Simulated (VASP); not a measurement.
# KZnF3 in VASP: notebook, part 2 of 2

VASP 6.6.1.

## 5. Single point, PBE (strain +0.050 along x and y, +0.050 along z)

Contents of INCAR:

```
SYSTEM = KZnF3
PREC = Accurate
ENCUT = 520
EDIFF = 1E-7
ISMEAR = 0
SIGMA = 0.05
LREAL = .FALSE.
LASPH = .TRUE.
NELM = 60
ALGO = Normal
ISIF = 2
LWAVE = .FALSE.
LCHARG = .FALSE.
GGA = PE
NBANDS = 29
```

Contents of KPOINTS:

```
Automatic mesh
0
G
  6 6 6
  0 0 0
```

Contents of POSCAR:

```
KZnF3
1.0
    4.2525000000      0.0000000000      0.0000000000
    0.0000000000      4.2525000000      0.0000000000
    0.0000000000      0.0000000000      4.2525000000
K Zn F
1 1 3
Direct
    0.0000000000      0.0000000000      0.0000000000
    0.5000000000      0.5000000000      0.5000000000
    0.5000000000      0.5000000000      0.0000000000
    0.0000000000      0.5000000000      0.5000000000
    0.5000000000      0.0000000000      0.5000000000
```

Potentials or basis: VASP PAW PBE potentials, release 64 (K_sv, Zn, F).

The run is started by

```console
cat potpaw_PBE.64/K_sv/POTCAR potpaw_PBE.64/Zn/POTCAR potpaw_PBE.64/F/POTCAR > POTCAR
mpirun -np 1 vasp_std > vasp.out
```

OUTCAR:

```text
SYSTEM = KZnF3
   PREC = Accurate
   ENCUT = 520
   EDIFF = 1E-7
   ISMEAR = 0
   LREAL = .FALSE.
   LASPH = .TRUE.
   NELM = 60
   ISIF = 2
   GGA = PE

 ion  position               nearest neighbor table
   1  0.000  0.000  0.000-
   2  0.500  0.500  0.500-   3 2.13   4 2.13   5 2.13   3 2.13   5 2.13   4 2.13
   3  0.500  0.500  0.000-   2 2.13   2 2.13
   4  0.000  0.500  0.500-   2 2.13   2 2.13
   5  0.500  0.000  0.500-   2 2.13   2 2.13

  LATTYP: Found a simple cubic cell.
 ALAT       =     4.2525000000

  Lattice vectors:

 A1 = (   4.2525000000,   0.0000000000,   0.0000000000)
 A2 = (   0.0000000000,   4.2525000000,   0.0000000000)
 A3 = (   0.0000000000,   0.0000000000,   4.2525000000)

Analysis of symmetry for initial positions (statically):
=====================================================================
 Subroutine PRICEL returns:
 Original cell was already a primitive cell.

 Routine SETGRP: Setting up the symmetry group for a
 simple cubic supercell.

 Subroutine GETGRP returns: Found 48 space group operations
 (whereof 48 operations were pure point group operations)
 out of a pool of 48 trial point group operations.

The static configuration has the point symmetry O_h .

Analysis of symmetry for dynamics (positions and initial velocities):
=====================================================================
 Subroutine PRICEL returns:
 Original cell was already a primitive cell.

 Routine SETGRP: Setting up the symmetry group for a
 simple cubic supercell.

 Subroutine GETGRP returns: Found 48 space group operations
 (whereof 48 operations were pure point group operations)
 out of a pool of 48 trial point group operations.

The dynamic configuration has the point symmetry O_h .

 Subroutine INISYM returns: Found 48 space group operations
[... 115 lines left out ...]
   IALGO  =     38    algorithm
   IMIX   =      4    mixing-type and parameters
     AMIX     =   0.40;   BMIX     =  1.00
     AMIX_MAG =   1.60;   BMIX_MAG =  1.00
  volume/ion in A,a.u.               =      15.38       103.79
  Fermi-wavevector in a.u.,A,eV,Ry     =   1.338177  2.528788 24.364198  1.790718
  Thomas-Fermi vector in A             =   2.466668
   LORBIT       =      0    0 simple, 1 ext, 2 COOP (PROOUT), +10 PAW based schemes
   GGA     = PE    functional components
   LHFCALC =     F    Hartree Fock is set to
   AEXX    =    0.0000 exact exchange contribution
   IVDW    =     0    specifies the selected vdW correction
   LEPSILON=     F    determine dielectric tensor
   LRPA    =     F    only Hartree local field effects (RPA)
 non-spin polarized calculation
 Gauss-broadening in eV      SIGMA  =   0.05
  energy-cutoff  :      520.00
  volume of cell :       76.90
 maximum number of plane-waves:      2103
 NGX is ok and might be reduce to    32
   NGX = 15   NGY = 15   NGZ = 15

 number of electron      41.9999998 magnetization

 Free energy of the ion-electron system (eV)
  ---------------------------------------------------
  ext. energy  EPLUGINS =         0.00000000
  ---------------------------------------------------
  free energy    TOTEN  =       -20.23678885 eV

  energy without entropy =      -20.23678885  energy(sigma->0) =      -20.23678885

 E-fermi :  -1.8972     XC(G=0):  -9.1459

 val. band max:       -2.1186464674   @ k =   0.5000   0.5000   0.5000
 cond. band min:       1.3077956742   @ k =   0.0000   0.0000   0.0000
 fundamental gap:      3.4264421416
 Fermi energy:        -1.8972118532

 k-point     1 :       0.0000    0.0000    0.0000
  band No.  band energies     occupation
      1     -28.8122      2.00000
      2     -22.6185      2.00000
      3     -22.1707      2.00000
      4     -22.1707      2.00000
      5     -12.2800      2.00000
      6     -12.2800      2.00000
[... 629 lines left out ...]
     28      10.5715      0.00000
     29      10.7876      0.00000

------------------------ aborting loop because EDIFF is reached ----------------------------------------

  FORCE on cell =-STRESS in cart. coord.  units (eV):
  Direction    XX          YY          ZZ          XY          YZ          ZX
  --------------------------------------------------------------------------------------
  -------------------------------------------------------------------------------------
  Total       -2.3914857     -2.3914857     -2.3914857     -0.0000000      0.0000000     -0.0000000
  in kB      -49.8247817    -49.8247817    -49.8247817     -0.0000000      0.0000000     -0.0000000
  external PRESSURE =     -49.8247817 kB  Pullay stress =       0.0000000 kB

 VOLUME and BASIS-vectors are now :
 -----------------------------------------------------------------------------
  energy-cutoff  :      520.00
  volume of cell :       76.90
      direct lattice vectors                 reciprocal lattice vectors
     4.252500000  0.000000000  0.000000000     0.235155791  0.000000000  0.000000000
     0.000000000  4.252500000  0.000000000     0.000000000  0.235155791  0.000000000
     0.000000000  0.000000000  4.252500000     0.000000000  0.000000000  0.235155791

 POSITION                                       TOTAL-FORCE (eV/Angst)
 -----------------------------------------------------------------------------------
      0.00000      0.00000      0.00000         0.000000      0.000000      0.000000
      2.12625      2.12625      2.12625         0.000000      0.000000      0.000000
      2.12625      2.12625      0.00000         0.000000      0.000000      0.000000
      0.00000      2.12625      2.12625         0.000000      0.000000      0.000000
      2.12625      0.00000      2.12625         0.000000      0.000000      0.000000
 -----------------------------------------------------------------------------------
    total drift:                                0.000000     -0.000000     -0.000000

  FREE ENERGIE OF THE ION-ELECTRON SYSTEM (eV)
  ---------------------------------------------------
  free  energy   TOTEN  =       -20.2367888531 eV

  energy  without entropy=      -20.2367888531  energy(sigma->0) =      -20.23678885
```

stdout:

```text
POSCAR found type information on POSCAR K ZnF
 POSCAR found :  3 types and       5 ions
 scaLAPACK will be used
 LDA part: xc-table for (Slater+PW92), standard interpolation
 POSCAR, INCAR and KPOINTS ok, starting setup
 FFT: planning ... GRIDC
 FFT: planning ... GRID_SOFT
 FFT: planning ... GRID
 WAVECAR not read
 entering main loop
```

It took 21 s on 1 thread of Intel Xeon 6975P-C (Granite Rapids), shared host; peak memory 0.19 GiB.

Results:

| Item | Value |
| --- | --- |
| Free energy | -20.2368 eV |
| Pressure | -5.0 GPa |
| Band gap on the k mesh | 3.43 eV, indirect (least direct gap 4.51 eV) |

Levels at points of the mesh, in eV from the valence-band top:
```
           k point  band 19  band 20  band 21  band 22  band 23  band 24
(0.00, 0.00, 0.00)    -1.09    -1.09    -1.09     3.43     9.03     9.21
(0.50, 0.00, 0.00)    -1.19    -1.10    -1.10     5.85     8.13    10.00
(0.50, 0.50, 0.00)    -1.17    -0.77     0.00     7.34     9.68     9.68
(0.50, 0.50, 0.50)    -0.75     0.00     0.00     8.55     8.55     8.55
```

Caveat: the cell differs from its parent crystal (strain +0.050 along x and y, +0.050 along z).

## 6. Single point, PBE (strain -0.050 along x and y, -0.025 along z)

Contents of INCAR:

```
SYSTEM = KZnF3
ALGO = Normal
EDIFF = 1E-6
ENCUT = 520
GGA = PE
ISIF = 2
ISMEAR = 0
LASPH = .True.
LCHARG = .True.
LELF = .True.
LREAL = .False.
LVHAR = .True.
LWAVE = .False.
NBANDS = 29
NELM = 100
PREC = Accurate
SIGMA = 0.05
```

Contents of KPOINTS:

```
k-points
0
Gamma
  6 6 6
  0 0 0
```

POSCAR: that of step 5 with these lines changed.

```diff
@@ -2,5 +2,5 @@
 1.0
-    4.2525000000      0.0000000000      0.0000000000
-    0.0000000000      4.2525000000      0.0000000000
-    0.0000000000      0.0000000000      4.2525000000
+    3.8475000000      0.0000000000      0.0000000000
+    0.0000000000      3.8475000000      0.0000000000
+    0.0000000000      0.0000000000      3.9487500000
 K Zn F
```

Potentials or basis: VASP PAW PBE potentials, release 64 (K_sv, Zn, F).

The run is started by

```console
cat potpaw_PBE.64/K_sv/POTCAR potpaw_PBE.64/Zn/POTCAR potpaw_PBE.64/F/POTCAR > POTCAR
mpirun -np 1 vasp_std > vasp.out
```

OUTCAR:

```text
SYSTEM = KZnF3
   EDIFF = 1E-6
   ENCUT = 520
   GGA = PE
   ISIF = 2
   ISMEAR = 0
   LASPH = .True.
   LREAL = .False.
   NELM = 100
   PREC = Accurate

 ion  position               nearest neighbor table
   1  0.000  0.000  0.000-   3 2.72   3 2.72   3 2.72   3 2.72   5 2.76   4 2.76   4 2.76   4 2.76
                             5 2.76   5 2.76   5 2.76   4 2.76   2 3.36   2 3.36   2 3.36   2 3.36
   2  0.500  0.500  0.500-   4 1.92   5 1.92   5 1.92   4 1.92   3 1.97   3 1.97   1 3.36   1 3.36
                             1 3.36   1 3.36   1 3.36   1 3.36   1 3.36   1 3.36
   3  0.500  0.500  0.000-   2 1.97   2 1.97   1 2.72   1 2.72   1 2.72   1 2.72
   4  0.000  0.500  0.500-   2 1.92   2 1.92   1 2.76   1 2.76   1 2.76   1 2.76
   5  0.500  0.000  0.500-   2 1.92   2 1.92   1 2.76   1 2.76   1 2.76   1 2.76

  LATTYP: Found a simple tetragonal cell.
 ALAT       =     3.8475000000
 C/A-ratio  =     1.0263157895

  Lattice vectors:

 A1 = (   3.8475000000,   0.0000000000,   0.0000000000)
 A2 = (   0.0000000000,   3.8475000000,   0.0000000000)
 A3 = (   0.0000000000,   0.0000000000,   3.9487500000)

Analysis of symmetry for initial positions (statically):
=====================================================================
 Subroutine PRICEL returns:
[... 176 lines left out ...]
  energy without entropy =      -19.63858164  energy(sigma->0) =      -19.63858164

 E-fermi :   1.1219     XC(G=0): -10.5590

 val. band max:        0.7955276666   @ k =   0.5000   0.5000   0.5000
 cond. band min:       4.8296709315   @ k =   0.0000   0.0000   0.0000
 fundamental gap:      4.0341432649
 Fermi energy:         1.1219331282

 k-point     1 :       0.0000    0.0000    0.0000
  band No.  band energies     occupation
      1     -26.9607      2.00000
      2     -22.1264      2.00000
      3     -21.3617      2.00000
      4     -21.2122      2.00000
      5     -10.4915      2.00000
      6     -10.4541      2.00000
[... 757 lines left out ...]
     28      13.0502      0.00000
     29      13.2274      0.00000

 [... further k-points ...]
[... 5 lines left out ...]
  --------------------------------------------------------------------------------------
  -------------------------------------------------------------------------------------
  Total        8.1565954      8.1565954      6.5685218      0.0000000      0.0000000      0.0000000
  in kB      223.5643771    223.5643771    180.0368181      0.0000000      0.0000000      0.0000000
  external PRESSURE =     209.0551908 kB  Pullay stress =       0.0000000 kB

 VOLUME and BASIS-vectors are now :
 -----------------------------------------------------------------------------
  energy-cutoff  :      520.00
  volume of cell :       58.45
      direct lattice vectors                 reciprocal lattice vectors
     3.847500000  0.000000000  0.000000000     0.259909032  0.000000000  0.000000000
     0.000000000  3.847500000  0.000000000     0.000000000  0.259909032  0.000000000
     0.000000000  0.000000000  3.948750000     0.000000000  0.000000000  0.253244698

 POSITION                                       TOTAL-FORCE (eV/Angst)
 -----------------------------------------------------------------------------------
      0.00000      0.00000      0.00000         0.000000      0.000000      0.000000
      1.92375      1.92375      1.97437         0.000000      0.000000      0.000000
      1.92375      1.92375      0.00000         0.000000      0.000000      0.000000
      0.00000      1.92375      1.97437         0.000000      0.000000      0.000000
      1.92375      0.00000      1.97437         0.000000      0.000000      0.000000
 -----------------------------------------------------------------------------------
    total drift:                                0.000000      0.000000     -0.000000

  FREE ENERGIE OF THE ION-ELECTRON SYSTEM (eV)
  ---------------------------------------------------
  free  energy   TOTEN  =       -19.6385816422 eV

  energy  without entropy=      -19.6385816422  energy(sigma->0) =      -19.63858164
```

stdout:

```text
POSCAR found type information on POSCAR K ZnF
 POSCAR found :  3 types and       5 ions
 scaLAPACK will be used
 LDA part: xc-table for (Slater+PW92), standard interpolation
 POSCAR, INCAR and KPOINTS ok, starting setup
 FFT: planning ... GRIDC
 FFT: planning ... GRID_SOFT
 FFT: planning ... GRID
 WAVECAR not read
 entering main loop
```

It took 35 s on 1 thread of Intel Xeon 6975P-C (Granite Rapids), shared host; peak memory 0.21 GiB.

Results:

```
Free energy            : -19.6386 eV
Pressure               : 20.9 GPa
Band gap on the k mesh : 4.03 eV, indirect (least direct gap 6.79 eV)
```

Caveat: the cell differs from its parent crystal (strain -0.050 along x and y, -0.025 along z).

## 7. The runs side by side

```tsv
cell	gap on the mesh (eV)	pressure (GPa)
a = 3.848 Å, 5 atoms	4.21	25.1
a = 3.949 Å, 5 atoms	3.99	13.3
a = 4.151 Å, 5 atoms	3.61	-0.9
a = 4.253 Å, 5 atoms	3.43	-5.0
a = 3.848, b = 3.848, c = 3.949 Å, 5 atoms	4.03	20.9
```

Alike in all rows: task single point; level PBE; potentials or basis VASP PAW PBE potentials, release 64 (K_sv, Zn, F); no spin polarisation; k mesh 6 × 6 × 6; cutoff (eV) 520; smearing gaussian 0.05 eV.

Total energies depend on the potentials used, so only differences within one code and one set of settings carry meaning.
